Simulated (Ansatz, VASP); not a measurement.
CoSi8Ni3: VASP beside Ansatz

```
Co Si Ni
1.0
     3.83678    0.00000    0.00000
     0.00000    3.83678    0.00000
     0.00000    0.00000   10.75346
Co Si Ni
1 8 3
Direct
  0.50000 0.50000 0.50000
  0.50000 0.00000 0.87420
  0.00000 0.50000 0.12581
  0.50000 0.00000 0.37794
  0.00000 0.50000 0.62206
  0.50000 0.00000 0.12581
  0.00000 0.50000 0.37794
  0.50000 0.00000 0.62206
  0.00000 0.50000 0.87420
  0.00000 0.00000 0.75156
  0.50000 0.50000 0.00000
  0.00000 0.00000 0.24844
```

Alike in both runs: functional PBE; k mesh 10 × 10 × 4; occupations gaussian, width 0.1 eV; no spin polarisation.

Ansatz relaxed the structure, and its values are those at the end. VASP's run is a single point on that final structure, the one shown.

```csv
,VASP,Ansatz
version,VASP 6.6.1,Ansatz 0.2.0
potentials or method,"VASP PAW PBE potentials, release 64 (Co, Si, Ni), cutoff 520 eV","scalar-relativistic, plane waves, PAW"
valence electrons in the cell,71,103
```

|  | VASP | Ansatz | Ansatz less VASP |
| --- | --- | --- | --- |
| gap on the k mesh at the Fermi level (eV) | none | none | - |
| pressure (GPa) | 0.0 | 0.0 | +0.05 |
| rms of the force components (eV/Å) | 0.001 | 0.003 | +0.0022 |

A gap of «none» marks a metal or a gap that the smearing closes. VASP's potentials hold 71 valence electrons a cell and Ansatz's 103, so a difference there can come from the potentials and not from the codes.
